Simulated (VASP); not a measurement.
# Si2GeC3 (P4/mmm) in VASP: notebook, part 2 of 2

VASP 6.6.1.

## 4. Single point, PBE

This run uses another cell than the first one, of 11.57 Å³/atom, 0.995 times its volume.

File INCAR:

```
SYSTEM = Si2GeC3
ALGO = Normal
EDIFF = 1E-6
ENCUT = 520
GGA = PE
ISIF = 2
ISMEAR = 0
LASPH = .True.
LCHARG = .True.
LELF = .True.
LREAL = .False.
LVHAR = .True.
LWAVE = .False.
NBANDS = 26
NELM = 80
PREC = Accurate
SIGMA = 0.1
```

File KPOINTS:

```
k-points
0
Gamma
  14 14 4
  0 0 0
```

File POSCAR:

```
Si2GeC3
1.0
    2.8079193285      0.0000000000      0.0000000000
    0.0000000000      2.8079193285      0.0000000000
    0.0000000000      0.0000000000      8.8041883051
Si Ge C
2 1 3
Direct
    0.0000000000      0.0000000000      0.2791010702
    0.0000000000      0.0000000000      0.7208989298
    0.0000000000      0.0000000000      0.0000000000
    0.5000000000      0.5000000000      0.3434921004
    0.5000000000      0.5000000000      0.5000000000
    0.5000000000      0.5000000000      0.6565078996
```

Potentials or basis: VASP PAW PBE potentials, release 64 (Si, Ge_d, C).

The run is started by

```console
cat potpaw_PBE.64/Si/POTCAR potpaw_PBE.64/Ge_d/POTCAR potpaw_PBE.64/C/POTCAR > POTCAR
mpirun -np 1 vasp_std > vasp.out
```

OUTCAR:

```text
SYSTEM = Si2GeC3
   EDIFF = 1E-6
   ENCUT = 520
   GGA = PE
   ISIF = 2
   ISMEAR = 0
   LASPH = .True.
   LREAL = .False.
   NELM = 80
   PREC = Accurate

 ion  position               nearest neighbor table
   1  0.000  0.000  0.279-   4 2.06   4 2.06   4 2.06   4 2.06   3 2.46
   2  0.000  0.000  0.721-   6 2.06   6 2.06   6 2.06   6 2.06   3 2.46
   3  0.000  0.000  0.000-   1 2.46   2 2.46
   4  0.500  0.500  0.343-   5 1.38   1 2.06   1 2.06   1 2.06   1 2.06
   5  0.500  0.500  0.500-   4 1.38   6 1.38
   6  0.500  0.500  0.657-   5 1.38   2 2.06   2 2.06   2 2.06   2 2.06

  LATTYP: Found a simple tetragonal cell.
 ALAT       =     2.8079193285
 C/A-ratio  =     3.1354847754

  Lattice vectors:

 A1 = (   2.8079193285,   0.0000000000,   0.0000000000)
 A2 = (   0.0000000000,   2.8079193285,   0.0000000000)
 A3 = (   0.0000000000,   0.0000000000,   8.8041883051)

Analysis of symmetry for initial positions (statically):
=====================================================================
 Subroutine PRICEL returns:
 Original cell was already a primitive cell.

 Routine SETGRP: Setting up the symmetry group for a
 simple tetragonal supercell.

 Subroutine GETGRP returns: Found 16 space group operations
 (whereof 16 operations were pure point group operations)
 out of a pool of 16 trial point group operations.

The static configuration has the point symmetry D_4h.

Analysis of symmetry for dynamics (positions and initial velocities):
=====================================================================
 Subroutine PRICEL returns:
 Original cell was already a primitive cell.

 Routine SETGRP: Setting up the symmetry group for a
 simple tetragonal supercell.

 Subroutine GETGRP returns: Found 16 space group operations
 (whereof 16 operations were pure point group operations)
 out of a pool of 16 trial point group operations.

The dynamic configuration has the point symmetry D_4h.

 Subroutine INISYM returns: Found 16 space group operations
 (whereof 16 operations are pure point group operations),
 and found     1 'primitive' translations

----------------------------------------------------------------------------------------

                                     Primitive cell

  volume of cell :      69.4158

  direct lattice vectors                    reciprocal lattice vectors
     2.807919329  0.000000000  0.000000000     0.356135588  0.000000000  0.000000000
     0.000000000  2.807919329  0.000000000     0.000000000  0.356135588  0.000000000
     0.000000000  0.000000000  8.804188305     0.000000000  0.000000000  0.113582305

  length of vectors
     2.807919329  2.807919329  8.804188305     0.356135588  0.356135588  0.113582305

  position of ions in fractional coordinates (direct lattice)
     0.000000000  0.000000000  0.279101070
     0.000000000  0.000000000  0.720898930
     0.000000000  0.000000000  0.000000000
     0.500000000  0.500000000  0.343492100
     0.500000000  0.500000000  0.500000000
     0.500000000  0.500000000  0.656507900

  ion indices of the primitive-cell ions
   primitive index   ion index
                 1           1
[... 31 lines left out ...]

 Following reciprocal coordinates:
            Coordinates               Weight
  0.000000  0.000000  0.000000      1.000000
  0.071429  0.000000  0.000000      4.000000
  0.142857  0.000000  0.000000      4.000000
  0.214286  0.000000  0.000000      4.000000
  0.285714  0.000000  0.000000      4.000000
  0.357143  0.000000  0.000000      4.000000
[... 16 lines left out ...]
  0.285714  0.214286  0.000000      8.000000
  0.357143  0.214286  0.000000      8.000000
 [... further k-points ...]
   k-points           NKPTS =    108   k-points in BZ     NKDIM =    108   number of bands    NBANDS=     26
   number of dos      NEDOS =    301   number of ions     NIONS =      6
   total plane-waves  NPLWV =  40320
   dimension x,y,z NGX =    24 NGY =   24 NGZ =   70
   dimension x,y,z NGXF=    48 NGYF=   48 NGZF=  140
   ions per type =               2   1   3
   NGX,Y,Z   is equivalent  to a cutoff of  14.21, 14.21, 13.22 a.u.
   NGXF,Y,Z  is equivalent  to a cutoff of  28.42, 28.42, 26.44 a.u.
 SYSTEM =  Si2GeC3
   PREC   = accura    normal or accurate (medium, high low for compatibility)
   ISTART =      0    job   : 0-new  1-cont  2-samecut
   ICHARG =      2    charge: 1-file 2-atom 10-const
   ISPIN  =      1    spin polarized calculation?
   LNONCOLLINEAR =      F non collinear calculations
   LSORBIT =      F    spin-orbit coupling
   LASPH  =      T    aspherical Exc in radial PAW
   ENCUT  =  520.0 eV  38.22 Ry    6.18 a.u.   5.22  5.22 16.37*2*pi/ulx,y,z
   NELM   =     80;   NELMIN=  2; NELMDL= -5     # of ELM steps
   EDIFF  = 0.1E-05   stopping-criterion for ELM
   LREAL  =      F    real-space projection
   EDIFFG = 0.1E-04   stopping-criterion for IOM
   NSW    =      0    number of steps for IOM
   IBRION =     -1    ionic relax: 0-MD 1-quasi-New 2-CG
   NFREE  =      0    steps in history (QN), initial steepest desc. (CG)
   ISIF   =      2    stress and relaxation
   ISYM   =      2    0-nonsym 1-usesym 2-fastsym
   POTIM  = 0.5000    time-step for ionic-motion
   TEBEG  =    0.0;   TEEND  =   0.0 temperature during run
   PSTRESS=    0.0 pullay stress
   NELECT =      34.0000    total number of electrons
   NUPDOWN=      -1.0000    fix difference up-down
   EMIN   =  10.00;   EMAX   =-10.00  energy-range for DOS
   EFERMI =   0.00;   METHOD = LEGACY
   ISMEAR =     0;   SIGMA  =   0.10  broadening in eV -4-tet -1-fermi 0-gaus
   EFERMI_NEDOS =   21; number of points for ismear=-14 and -15
   IALGO  =     38    algorithm
   IMIX   =      4    mixing-type and parameters
     AMIX     =   0.40;   BMIX     =  1.00
     AMIX_MAG =   1.60;   BMIX_MAG =  1.00
  volume/ion in A,a.u.               =      11.57        78.07
  Fermi-wavevector in a.u.,A,eV,Ry     =   1.290471  2.438637 22.657995  1.665316
  Thomas-Fermi vector in A             =   2.422301
   LORBIT       =      0    0 simple, 1 ext, 2 COOP (PROOUT), +10 PAW based schemes
   GGA     = PE    functional components
   LHFCALC =     F    Hartree Fock is set to
   AEXX    =    0.0000 exact exchange contribution
   IVDW    =     0    specifies the selected vdW correction
   LEPSILON=     F    determine dielectric tensor
   LRPA    =     F    only Hartree local field effects (RPA)
 non-spin polarized calculation
 Gauss-broadening in eV      SIGMA  =   0.10
  energy-cutoff  :      520.00
  volume of cell :       69.42
 maximum number of plane-waves:      1904
 NGX is ok and might be reduce to    24
   NGX = 11   NGY = 11   NGZ = 33

 number of electron      33.9999993 magnetization

 Free energy of the ion-electron system (eV)
  ---------------------------------------------------
  ext. energy  EPLUGINS =         0.00000000
  ---------------------------------------------------
  free energy    TOTEN  =       -38.17578815 eV

  energy without entropy =      -38.16709021  energy(sigma->0) =      -38.17143918

 E-fermi :   8.3388     XC(G=0): -11.3262

 val. band max:        8.3314705092   @ k =   0.5000   0.4286   0.0000
 cond. band min:       8.3413288150   @ k =   0.3571   0.3571   0.2500
 fundamental gap:      0.0098583059
 Fermi energy:         8.3388290320

 k-point     1 :       0.0000    0.0000    0.0000
  band No.  band energies     occupation
      1     -16.3958      2.00000
      2     -16.2873      2.00000
      3     -16.2194      2.00000
      4     -16.1973      2.00000
      5     -16.1973      2.00000
      6      -9.9988      2.00000
[... 685 lines left out ...]
     25      15.6350      0.00000
     26      16.0937      0.00000

 [... further k-points ...]

------------------------ aborting loop because EDIFF is reached ----------------------------------------

  FORCE on cell =-STRESS in cart. coord.  units (eV):
  Direction    XX          YY          ZZ          XY          YZ          ZX
  --------------------------------------------------------------------------------------
  -------------------------------------------------------------------------------------
  Total        0.0110315      0.0110315      0.0867057      0.0000000      0.0000000     -0.0000000
  in kB        0.2546158      0.2546158      2.0012420      0.0000000      0.0000000     -0.0000000
  external PRESSURE =       0.8368245 kB  Pullay stress =       0.0000000 kB

 VOLUME and BASIS-vectors are now :
 -----------------------------------------------------------------------------
  energy-cutoff  :      520.00
  volume of cell :       69.42
      direct lattice vectors                 reciprocal lattice vectors
     2.807919329  0.000000000  0.000000000     0.356135588  0.000000000  0.000000000
     0.000000000  2.807919329  0.000000000     0.000000000  0.356135588  0.000000000
     0.000000000  0.000000000  8.804188305     0.000000000  0.000000000  0.113582305

 POSITION                                       TOTAL-FORCE (eV/Angst)
 -----------------------------------------------------------------------------------
      0.00000      0.00000      2.45726        -0.000000     -0.000000     -0.011643
      0.00000      0.00000      6.34693         0.000000      0.000000      0.011643
      0.00000      0.00000      0.00000         0.000000      0.000000      0.000000
      1.40396      1.40396      3.02417         0.000000     -0.000000     -0.032437
      1.40396      1.40396      4.40209         0.000000      0.000000      0.000000
      1.40396      1.40396      5.78002         0.000000     -0.000000      0.032437
 -----------------------------------------------------------------------------------
    total drift:                                0.000000      0.000000      0.000000

  FREE ENERGIE OF THE ION-ELECTRON SYSTEM (eV)
  ---------------------------------------------------
  free  energy   TOTEN  =       -38.1757881534 eV

  energy  without entropy=      -38.1670902127  energy(sigma->0) =      -38.17143918
```

Wall time 2.7 min (1 thread of Intel Xeon 6975P-C, shared host); peak memory 0.31 GiB.

What came out:

```
Free energy            : -38.1758 eV
Pressure               : 0.1 GPa
Largest force          : 0.032 eV/Å
Band gap on the k mesh : zero (band 17 reaches 10.19 eV, above the bottom of band 18 at 5.76 eV)
```

Forces in eV/Å, atoms in the order of the input:
```
Si   0.000  0.000 -0.012
Si   0.000  0.000  0.012
Ge   0.000  0.000  0.000
C    0.000  0.000 -0.032
C    0.000  0.000  0.000
C    0.000  0.000  0.032
```

Stress tensor (GPa, compression positive):
```
0.03 0.00 0.00
0.00 0.03 0.00
0.00 0.00 0.20
```

## 5. Relaxation of cell and atoms, PBE

File INCAR:

```
SYSTEM = Si2GeC3
ALGO     = Normal         ! electronic algorithm
EDIFF    = 1E-6           ! SCF threshold, eV
EDIFFG   = -0.01          ! ionic threshold
ENCUT    = 600            ! plane-wave cutoff, eV
GGA      = PE             ! functional
IBRION   = 2              ! ionic algorithm
ISIF     = 3              ! what is computed and relaxed
ISMEAR   = 0              ! smearing method
LASPH    = .TRUE.         ! aspherical terms in the spheres
LCHARG   = .FALSE.        ! write CHGCAR
LREAL    = .FALSE.        ! projectors in reciprocal space
LWAVE    = .FALSE.        ! write WAVECAR
NELM     = 100            ! most SCF steps
NSW      = 100            ! ionic steps
PREC     = Accurate       ! precision mode
SIGMA    = 0.1            ! smearing width, eV
```

File KPOINTS:

```
k-points
0
G
  14 14 4
  0 0 0
```

File POSCAR:

```
Si2GeC3
1.0
    2.8066959965      0.0000000000      0.0000000000
    0.0000000000      2.8066959965      0.0000000000
    0.0000000000      0.0000000000      8.8561930760
Si Ge C
2 1 3
Direct
    0.0000000000      0.0000000000      0.2785917810
    0.0000000000      0.0000000000      0.7214082190
    0.0000000000      0.0000000000      0.0000000000
    0.5000000000      0.5000000000      0.3444107596
    0.5000000000      0.5000000000      0.5000000000
    0.5000000000      0.5000000000      0.6555892404
```

Potentials or basis: VASP PAW PBE potentials, release 64 (Si, Ge_d, C).

The run is started by

```console
cat potpaw_PBE.64/Si/POTCAR potpaw_PBE.64/Ge_d/POTCAR potpaw_PBE.64/C/POTCAR > POTCAR
mpirun -np 1 vasp_std > vasp.out
```

OUTCAR:

```text
SYSTEM = Si2GeC3
   EDIFF = 1E-6
   EDIFFG = -0.01
   ENCUT = 600
   GGA = PE
   IBRION = 2
   ISIF = 3
   ISMEAR = 0
   LASPH = .TRUE.
   LREAL = .FALSE.
   NELM = 100
   NSW = 100
   PREC = Accurate

 ion  position               nearest neighbor table
   1  0.000  0.000  0.279-   4 2.07   4 2.07   4 2.07   4 2.07   3 2.47
   2  0.000  0.000  0.721-   6 2.07   6 2.07   6 2.07   6 2.07   3 2.47
   3  0.000  0.000  0.000-   1 2.47   2 2.47
   4  0.500  0.500  0.344-   5 1.38   1 2.07   1 2.07   1 2.07   1 2.07
   5  0.500  0.500  0.500-   4 1.38   6 1.38
   6  0.500  0.500  0.656-   5 1.38   2 2.07   2 2.07   2 2.07   2 2.07

  LATTYP: Found a simple tetragonal cell.
 ALAT       =     2.8066959965
 C/A-ratio  =     3.1553802361

  Lattice vectors:

 A1 = (   2.8066959965,   0.0000000000,   0.0000000000)
[... 433 lines left out ...]
  free energy    TOTEN  =       -38.18076838 eV

  energy without entropy =      -38.17211003  energy(sigma->0) =      -38.17643920

 E-fermi :   8.3550     XC(G=0): -11.3327

 val. band max:        8.3490086222   @ k =   0.5000   0.4286   0.0000
 cond. band min:       8.3591320069   @ k =   0.3571   0.3571   0.2500
 fundamental gap:      0.0101233846
 Fermi energy:         8.3549797528

 k-point     1 :       0.0000    0.0000    0.0000
  band No.  band energies     occupation
      1     -16.3808      2.00000
      2     -16.2721      2.00000
      3     -16.2036      2.00000
      4     -16.1816      2.00000
      5     -16.1816      2.00000
      6      -9.9890      2.00000
[... 565 lines left out ...]
     20      10.8060      0.00000
     21      11.2939      0.00000

 [... further k-points ...]

------------------------ aborting loop because EDIFF is reached ----------------------------------------

  FORCE on cell =-STRESS in cart. coord.  units (eV):
  Direction    XX          YY          ZZ          XY          YZ          ZX
  --------------------------------------------------------------------------------------
  -------------------------------------------------------------------------------------
  Total        0.0388386      0.0388386     -0.0234892      0.0000000      0.0000000     -0.0000000
  in kB        0.8976306      0.8976306     -0.5428782      0.0000000      0.0000000     -0.0000000
  external PRESSURE =       0.4174610 kB  Pullay stress =       0.0000000 kB
[... 21 lines left out ...]
  FREE ENERGIE OF THE ION-ELECTRON SYSTEM (eV)
  ---------------------------------------------------
  free  energy   TOTEN  =       -38.1807683819 eV

  energy  without entropy=      -38.1721100259  energy(sigma->0) =      -38.17643920

 reached required accuracy - stopping structural energy minimisation
```

CONTCAR:

```text
Si2GeC3
   1.00000000000000
     2.8065739296320262    0.0000000000000000   -0.0000000000000000
     0.0000000000000000    2.8065739296320262   -0.0000000000000000
    -0.0000000000000000   -0.0000000000000000    8.8008242537039774
  Si              Ge              C
     2     1     3
Direct
     0.0000000000000000    0.0000000000000000    0.2790578148275937
     0.0000000000000000    0.0000000000000000    0.7209421851724063
     0.0000000000000000    0.0000000000000000    1.0000000000000000
     0.5000000000000000    0.5000000000000000    0.3433314650202690
     0.5000000000000000    0.5000000000000000    0.5000000000000000
     0.5000000000000000    0.5000000000000000    0.6566685349797311

  0.00000000E+00  0.00000000E+00  0.00000000E+00
  0.00000000E+00  0.00000000E+00  0.00000000E+00
  0.00000000E+00  0.00000000E+00  0.00000000E+00
  0.00000000E+00  0.00000000E+00  0.00000000E+00
  0.00000000E+00  0.00000000E+00  0.00000000E+00
  0.00000000E+00  0.00000000E+00  0.00000000E+00
```

Wall time 8.7 min (1 thread of Intel Xeon 6975P-C, shared host); peak memory 0.34 GiB.

What came out:

```yaml
Free_energy: -38.1808 eV
Relaxed_volume: 11.55 Å³/atom
Relaxed_cell: a = 2.807 Å, b = 2.807 Å, c = 8.801 Å, α = 90.00°, β = 90.00°, γ = 90.00°
Space_group_after_relaxing_to_0.05_Å: P4/mmm (No. 123)
Energy_gained_by_relaxing: 0.6 meV/atom
Ionic_steps: 7
Pressure_after_relaxing: 0.0 GPa
Largest_force_after_relaxing: 0.010 eV/Å
```

Forces in eV/Å, atoms in the order of the input:
```
Si   0.000  0.000 -0.010
Si   0.000  0.000  0.010
Ge   0.000  0.000  0.000
C    0.000  0.000 -0.001
C    0.000  0.000  0.000
C    0.000  0.000  0.001
```

The path:
| step | energy change (eV) | largest force (eV/Å) | pressure (GPa) | volume (Å³) |
| --- | --- | --- | --- | --- |
| 1 | 0.0000 | 0.0957 | -0.50 | 69.77 |
| 2 | -0.0017 | 0.2490 | 0.44 | 69.40 |
| 3 | -0.0021 | 0.1900 | 0.17 | 69.51 |
| 4 | -0.0031 | 0.0596 | -0.21 | 69.41 |
| 5 | -0.0033 | 0.0288 | -0.11 | 69.43 |
| 6 | -0.0034 | 0.0177 | -0.02 | 69.37 |
| 7 | -0.0034 | 0.0098 | 0.04 | 69.32 |

Final structure:
```xyz
6
Lattice="2.8066 0.0000 0.0000 0.0000 2.8066 0.0000 0.0000 0.0000 8.8008" Properties=species:S:1:pos:R:3 pbc="T T T"
Si    0.0000    0.0000    2.4559
Si    0.0000    0.0000    6.3449
Ge    0.0000    0.0000    8.8008
C     1.4033    1.4033    3.0216
C     1.4033    1.4033    4.4004
C     1.4033    1.4033    5.7792
```

Caveat: the bands computed are all filled at some k points, so no gap is given.

## 6. Summary

| task | cell | k mesh | cutoff (eV) | gap on the mesh (eV) | pressure (GPa) | relaxed volume (Å³/atom) | largest force (eV/Å) |
| --- | --- | --- | --- | --- | --- | --- | --- |
| single point | a = 2.807, b = 2.807, c = 8.856 Å, 6 atoms | 6 × 6 × 2 | 520 | none | -0.1 | - | 0.03 |
| relaxation of cell and atoms | relaxed from a = 3.025, b = 3.025, c = 9.045 Å, 6 atoms | 6 × 6 × 2 | 600 | - | 0.0 | 11.58 | 0.02 |
| single point | a = 2.808, b = 2.808, c = 8.804 Å, 6 atoms | 14 × 14 × 4 | 520 | none | 0.1 | - | 0.03 |
| relaxation of cell and atoms | relaxed from a = 2.807, b = 2.807, c = 8.856 Å, 6 atoms | 14 × 14 × 4 | 600 | - | 0.0 | 11.55 | 0.01 |

Alike in all rows: level PBE; potentials or basis VASP PAW PBE potentials, release 64 (Si, Ge_d, C); no spin polarisation; smearing gaussian 0.1 eV.

Caveats: some runs use coarse meshes; the bands computed are all filled at some k points, so no gap is given (some runs); the volume moved by over 15 % at a fixed basis, so the end points are rough (some runs).

Total energies depend on the potentials used, so only differences within one code and one set of settings carry meaning.
